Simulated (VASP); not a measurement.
# Au (I4/mmm) in VASP: further runs

Runs on Au. Level: r2SCAN. Tasks: single point.

Program: VASP 6.6.1. These are calculated values, not measurements. Logs are shortened: lines on timing, memory, paths and dates and some standing lists are left out, and cuts for length are marked.

### 1 The cell of the first run

The structure is tetragonal, space group I4/mmm (No. 139). Conventional cell: a = 3.215 Å, b = 3.215 Å, c = 3.414 Å, α = 90.00°, β = 90.00°, γ = 90.00°. Au (site symmetry 4/mmm) has 14 Au at 2.84 to 3.41 Å within 3.7 Å.

### 2 Single point, r2SCAN (strain -0.030 along x and y, +0.030 along z)

POSCAR reads:

```
Au
1.0
   -1.6075509300      1.6075509300      1.7069870700
    1.6075509300     -1.6075509300      1.7069870700
    1.6075509300      1.6075509300     -1.7069870700
Au
1
Direct
    0.0000000000      0.0000000000      0.0000000000
```

INCAR.step1 reads:

```
ALGO = Normal
EDIFF = 1E-4
ENCUT = 520
GGA = PE
ISMEAR = 0
LASPH = T
LCHARG = F
LREAL = F
LWAVE = T
NBANDS = 12
NELM = 100
PREC = Accurate
SIGMA = 0.15
```

INCAR.step2 reads:

```
ALGO = Normal
EDIFF = 1E-6
ENCUT = 520
ISIF = 2
ISMEAR = 0
ISTART = 1
LASPH = T
LCHARG = F
LMIXTAU = T
LREAL = F
LWAVE = F
METAGGA = R2SCAN
NBANDS = 12
NELM = 100
PREC = Accurate
SIGMA = 0.15
```

KPOINTS reads:

```
k-points
0
Gamma
  20 20 20
```

Potentials or basis: VASP PAW PBE potentials, release 64 (Au).

On the command line:

```console
> cat potpaw_PBE.64/Au/POTCAR > POTCAR
> cp INCAR.step1 INCAR
> mpirun -np 1 vasp_std > vasp.out
> cp INCAR.step2 INCAR
> mpirun -np 1 vasp_std > vasp.out
```

OUTCAR:

```text
EDIFF = 1E-6
   ENCUT = 520
   ISIF = 2
   ISMEAR = 0
   ISTART = 1
   LASPH = T
   LREAL = F
   METAGGA = R2SCAN
   NELM = 100
   PREC = Accurate

 ion  position               nearest neighbor table
   1  0.000  0.000  0.000-

  LATTYP: Found a body centered tetragonal cell.
 ALAT       =     3.2151018600
 C/A-ratio  =     1.0618556701

  Lattice vectors:

 A1 = (  -1.6075509300,   1.6075509300,   1.7069870700)
 A2 = (   1.6075509300,  -1.6075509300,   1.7069870700)
 A3 = (   1.6075509300,   1.6075509300,  -1.7069870700)

Analysis of symmetry for initial positions (statically):
=====================================================================
 Subroutine PRICEL returns:
 Original cell was already a primitive cell.

 Routine SETGRP: Setting up the symmetry group for a
 body centered tetragonal supercell.

 Subroutine GETGRP returns: Found 16 space group operations
 (whereof 16 operations were pure point group operations)
 out of a pool of 16 trial point group operations.

The static configuration has the point symmetry D_4h.

Analysis of symmetry for dynamics (positions and initial velocities):
=====================================================================
 Subroutine PRICEL returns:
 Original cell was already a primitive cell.

 Routine SETGRP: Setting up the symmetry group for a
 body centered tetragonal supercell.

 Subroutine GETGRP returns: Found 16 space group operations
 (whereof 16 operations were pure point group operations)
 out of a pool of 16 trial point group operations.

The dynamic configuration has the point symmetry D_4h.

 Subroutine INISYM returns: Found 16 space group operations
 (whereof 16 operations are pure point group operations),
 and found     1 'primitive' translations

----------------------------------------------------------------------------------------

                                     Primitive cell

  volume of cell :      17.6449

  direct lattice vectors                    reciprocal lattice vectors
    -1.607550930  1.607550930  1.706987070     0.000000000  0.311032136  0.292913759
     1.607550930 -1.607550930  1.706987070     0.311032136  0.000000000  0.292913759
     1.607550930  1.607550930 -1.706987070     0.311032136  0.311032136  0.000000000

  length of vectors
     2.842928920  2.842928920  2.842928920     0.427246370  0.427246370  0.439865866

  position of ions in fractional coordinates (direct lattice)
[... 83 lines left out ...]
   ISIF   =      2    stress and relaxation
   ISYM   =      2    0-nonsym 1-usesym 2-fastsym
   POTIM  = 0.5000    time-step for ionic-motion
   TEBEG  =    0.0;   TEEND  =   0.0 temperature during run
   PSTRESS=    0.0 pullay stress
   NELECT =      11.0000    total number of electrons
   NUPDOWN=      -1.0000    fix difference up-down
   EMIN   =  10.00;   EMAX   =-10.00  energy-range for DOS
   EFERMI =   0.00;   METHOD = LEGACY
   ISMEAR =     0;   SIGMA  =   0.15  broadening in eV -4-tet -1-fermi 0-gaus
   EFERMI_NEDOS =   21; number of points for ismear=-14 and -15
   IALGO  =     38    algorithm
   IMIX   =      4    mixing-type and parameters
     AMIX     =   0.40;   BMIX     =  1.00
     AMIX_MAG =   1.60;   BMIX_MAG =  1.00
  volume/ion in A,a.u.               =      17.64       119.07
  Fermi-wavevector in a.u.,A,eV,Ry     =   1.398511  2.642802 26.610716  1.955832
  Thomas-Fermi vector in A             =   2.521662
   LORBIT       =      0    0 simple, 1 ext, 2 COOP (PROOUT), +10 PAW based schemes
   METAGGA = R2SCAN    functional components
   LHFCALC =     F    Hartree Fock is set to
   AEXX    =    0.0000 exact exchange contribution
   IVDW    =     0    specifies the selected vdW correction
   LEPSILON=     F    determine dielectric tensor
   LRPA    =     F    only Hartree local field effects (RPA)
 non-spin polarized calculation
 Gauss-broadening in eV      SIGMA  =   0.15
  energy-cutoff  :      520.00
  volume of cell :       17.64
 maximum number of plane-waves:       490
 NGX is ok and might be reduce to    24
   NGX = 11   NGY = 11   NGZ = 11

 number of electron      10.9999999 magnetization

 Free energy of the ion-electron system (eV)
  ---------------------------------------------------
  ext. energy  EPLUGINS =         0.00000000
  ---------------------------------------------------
  free energy    TOTEN  =       -50.57699533 eV

  energy without entropy =      -50.57347416  energy(sigma->0) =      -50.57523475

 E-fermi :   8.8414     XC(G=0): -13.3793

 val. band max:        8.8360055210   @ k =  -0.3500  -0.3500   0.3500
 cond. band min:       8.8492798945   @ k =  -0.2000  -0.4000   0.1500
 fundamental gap:      0.0132743735
 Fermi energy:         8.8414028862

 k-point     1 :       0.0000    0.0000    0.0000
  band No.  band energies     occupation
      1      -0.9392      2.00000
      2       3.7107      2.00000
      3       3.7107      2.00000
      4       4.0714      2.00000
      5       5.4486      2.00000
      6       5.8567      2.00000
      7      25.5180      0.00000
      8      26.5250      0.00000
      9      26.5250      0.00000
     10      32.1283      0.00000
     11      34.1320      0.00000
     12      34.1320      0.00000
[... 331 lines left out ...]
 k-point    24 :      -0.3500    0.0500    0.0000
  band No.  band energies     occupation
      1       1.5164      2.00000
      2       3.1679      2.00000
      3       4.6401      2.00000
      4       5.2813      2.00000
      5       5.8740      2.00000
      6       6.2436      2.00000
      7      17.6074      0.00000
      8      23.3742      0.00000
      9      25.5290      0.00000
     10      29.9742      0.00000
     11      31.1120      0.00000
     12      32.0631      0.00000

 [... further k-points ...]

------------------------ aborting loop because EDIFF is reached ----------------------------------------

  FORCE on cell =-STRESS in cart. coord.  units (eV):
  Direction    XX          YY          ZZ          XY          YZ          ZX
  --------------------------------------------------------------------------------------
  -------------------------------------------------------------------------------------
  Total       -0.0358115     -0.0358115      0.0066459      0.0000000      0.0000000      0.0000000
  in kB       -3.2517224     -3.2517224      0.6034528      0.0000000      0.0000000      0.0000000
  external PRESSURE =      -1.9666640 kB  Pullay stress =       0.0000000 kB

 VOLUME and BASIS-vectors are now :
 -----------------------------------------------------------------------------
  energy-cutoff  :      520.00
  volume of cell :       17.64
      direct lattice vectors                 reciprocal lattice vectors
    -1.607550930  1.607550930  1.706987070     0.000000000  0.311032136  0.292913759
     1.607550930 -1.607550930  1.706987070     0.311032136  0.000000000  0.292913759
     1.607550930  1.607550930 -1.706987070     0.311032136  0.311032136  0.000000000

 POSITION                                       TOTAL-FORCE (eV/Angst)
 -----------------------------------------------------------------------------------
      0.00000      0.00000      0.00000        -0.000000     -0.000000     -0.000000
 -----------------------------------------------------------------------------------
    total drift:                                0.000000      0.000000     -0.000000

  FREE ENERGIE OF THE ION-ELECTRON SYSTEM (eV)
  ---------------------------------------------------
  free  energy   TOTEN  =       -50.5769953344 eV

  energy  without entropy=      -50.5734741560  energy(sigma->0) =      -50.57523475
```

Wall time 7.6 min (1 thread of Intel Xeon 8259CL, shared host); peak memory 0.26 GiB.

Results:

```
Free energy            : -50.5770 eV
Pressure               : -0.2 GPa
Band gap on the k mesh : zero (an odd number of electrons rules out a gap without spin polarisation)
```

Stress tensor (GPa, compression positive):
```
-0.33  0.00  0.00
 0.00 -0.33  0.00
 0.00  0.00  0.06
```

Levels at points of the mesh, in eV from the Fermi level:
| k point | band 3 | band 4 | band 5 | band 6 | band 7 | band 8 | band 9 | band 10 |
| --- | --- | --- | --- | --- | --- | --- | --- | --- |
| (0.00, 0.00, 0.00) | -5.13 | -4.77 | -3.39 | -2.98 | 16.68 | 17.68 | 17.68 | 23.29 |
| (0.50, 0.00, 0.00) | -3.56 | -2.94 | -1.68 | -0.49 | 3.26 | 13.32 | 14.68 | 22.84 |
| (0.50, 0.50, 0.00) | -3.01 | -2.83 | -1.59 | -0.15 | 3.76 | 12.43 | 13.29 | 21.02 |
| (0.50, 0.50, 0.50) | -2.10 | -1.96 | -1.96 | 5.40 | 7.15 | 7.15 | 9.48 | 15.85 |

Caveat: the cell differs from its parent crystal (strain -0.030 along x and y, +0.030 along z); the PAW data sets were made with another functional, which shifts forces and pressure a little; spin-orbit coupling is left out, which moves the levels of the heavy elements.

### 3 Single point, r2SCAN (strain +0.000 along x and y, -0.030 along z)

POSCAR reads:

```
Au
1.0
   -1.6572690000      1.6572690000      1.6075509300
    1.6572690000     -1.6572690000      1.6075509300
    1.6572690000      1.6572690000     -1.6075509300
Au
1
Direct
    0.0000000000      0.0000000000      0.0000000000
```

INCAR.step1 reads:

```
SYSTEM = Au
ALGO = Normal
EDIFF = 1E-4
ENCUT = 520
GGA = PE
ISMEAR = 0
LASPH = .TRUE.
LCHARG = .FALSE.
LREAL = .FALSE.
LWAVE = .TRUE.
NBANDS = 12
NELM = 60
PREC = Accurate
SIGMA = 0.15
```

INCAR.step2 reads:

```
SYSTEM = Au
ALGO = Normal
EDIFF = 1E-6
ENCUT = 520
ISIF = 2
ISMEAR = 0
ISTART = 1
LASPH = .TRUE.
LCHARG = .TRUE.
LELF = .TRUE.
LMIXTAU = .TRUE.
LREAL = .FALSE.
LVHAR = .TRUE.
LWAVE = .FALSE.
METAGGA = R2SCAN
NBANDS = 12
NELM = 60
PREC = Accurate
SIGMA = 0.15
```

KPOINTS reads:

```
k-points
0
G
  20 20 20
  0 0 0
```

Potentials or basis: VASP PAW PBE potentials, release 64 (Au).

On the command line:

```console
> cat potpaw_PBE.64/Au/POTCAR > POTCAR
> cp INCAR.step1 INCAR
> mpirun -np 1 vasp_std > vasp.out
> cp INCAR.step2 INCAR
> mpirun -np 1 vasp_std > vasp.out
```

Wall time 6.8 min (1 thread of Intel Xeon 8259CL, shared host); peak memory 0.26 GiB.

The run converged. Its results:

```yaml
Free_energy: -50.5763 eV
Pressure: -0.4 GPa
Band_gap_on_the_k_mesh: zero (an odd number of electrons rules out a gap without spin polarisation)
```

Stress tensor (GPa, compression positive):
```
-0.35  0.00  0.00
 0.00 -0.35  0.00
 0.00  0.00 -0.43
```

Levels at points of the mesh, in eV from the Fermi level:
```csv
k point,band 2,band 3,band 4,band 5,band 6,band 7,band 8,band 9,band 10,band 11
"(0.00, 0.00, 0.00)",-5.16,-4.96,-4.96,-3.28,-3.06,17.14,17.14,17.72,24.21,24.21
"(0.50, 0.00, 0.00)",-6.15,-3.27,-2.90,-1.63,-0.33,3.49,12.85,13.94,21.87,22.44
"(0.50, 0.50, 0.00)",-5.93,-3.47,-3.06,-1.67,-0.51,3.23,13.31,14.67,22.82,22.89
"(0.50, 0.50, 0.50)",-6.88,-2.04,-2.04,-1.97,6.24,6.24,7.15,9.59,15.95,16.62
```

Caveat: the cell differs from its parent crystal (strain +0.000 along x and y, -0.030 along z); the PAW data sets were made with another functional, which shifts forces and pressure a little; spin-orbit coupling is left out, which moves the levels of the heavy elements.

The gap in the log of VASP goes by the Fermi energy; the results here count the filled bands.